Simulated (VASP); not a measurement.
Runs of VASP 6.6.1 on CsH. The structure is that of space group R-3m (No. 166), or close to it. The cells are those of the table. 

| cell | gap on the mesh (eV) | pressure (GPa) |
| --- | --- | --- |
| a = 4.015 Å, angles 105.7°, 2 atoms | 0.40 | 6.3 |
| a = 3.910 Å, angles 101.4°, 2 atoms | 1.46 | 1.3 |
| a = 3.824 Å, angles 87.0°, 2 atoms | 2.16 | -1.8 |
| a = 4.166 Å, angles 109.5°, 2 atoms | none | 10.6 |
| a = 3.823 Å, angles 92.7°, 2 atoms | 2.24 | -1.8 |
| a = 3.848 Å, angles 82.7°, 2 atoms | 1.87 | (d) |
| a = 3.926 Å, angles 75.7°, 2 atoms | (b) | -0.6 |
| a = 4.085 Å, angles 67.3°, 2 atoms | (a) | (c) |

Alike in all rows: task single point; level LDA; potentials or basis VASP PAW LDA potentials, release 64 (Cs_sv, H); no spin polarisation; k mesh 8 × 8 × 8; cutoff (eV) 520; smearing gaussian 0.05 eV.

**Question.** Estimate the missing entries.

**Answer.** (a) 1.63; (b) 1.65; (c) 0.1; (d) -1.4.

Caveats: spin-orbit coupling is left out, which moves the levels of the heavy elements.

A k mesh can miss the band edges, and the runs leave out spin-orbit coupling on Cs.

A gap of «none» marks levels without a gap at the run's occupations.
